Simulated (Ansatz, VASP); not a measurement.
## Rb: VASP beside Ansatz

The input INCAR:

```
PREC = Accurate
ENCUT = 520
EDIFF = 1E-6
ISMEAR = 0
SIGMA = 0.15
LREAL = False
LASPH = True
NELM = 80
ALGO = Fast
ISIF = 2
LWAVE = False
LCHARG = True
GGA = PS
LELF = True
LVHAR = True
NBANDS = 10
```

The input KPOINTS:

```
Automatic mesh
0
Gamma
  12 12 12
```

Contents of POSCAR:

```
Rb
1.0
   -2.7218200000      2.7218200000      2.8480900000
    2.7218200000     -2.7218200000      2.8480900000
    2.7218200000      2.7218200000     -2.8480900000
Rb
1
Direct
    0.0000000000      0.0000000000      0.0000000000
```

Input for Ansatz:

```yaml
crystal:
  lattice:
    - [-2.72182, 2.72182, 2.84809]
    - [2.72182, -2.72182, 2.84809]
    - [2.72182, 2.72182, -2.84809]
  atoms:
    - { symbol: Rb, position: [0.0, 0.0, 0.0] }
basis:
  ecutwfc: 420
kpoints:
  mp_grid: { grid: [12, 12, 12] }
hamiltonian:
  xc: pbesol
scf:
  occupations: { method: gaussian, width: 0.15 }
output:
  forces: true
  stress: true
  eigenvalues: true
```

Change from the starting cell: strain -0.030 along x and y, +0.015 along z, atoms carried along.

Alike in both runs: task single point; functional PBEsol; k mesh 12 × 12 × 12; occupations gaussian, width 0.15 eV; no spin polarisation.

|  | VASP | Ansatz |
| --- | --- | --- |
| version | VASP 6.6.1 | Ansatz 0.2.0 |
| potentials or method | VASP PAW PBE potentials, release 64 (Rb_sv), cutoff 520 eV | scalar-relativistic, plane waves, PAW |
| valence electrons in the cell | 9 | 9 |

```tsv
	VASP	Ansatz	Ansatz less VASP
gap on the k mesh at the Fermi level (eV)	none	none	-
pressure (GPa)	0.1	0.1	0.00
```

VASP's potentials were made for PBE, not for PBEsol. A gap of «none» marks a metal or a gap that the smearing closes.
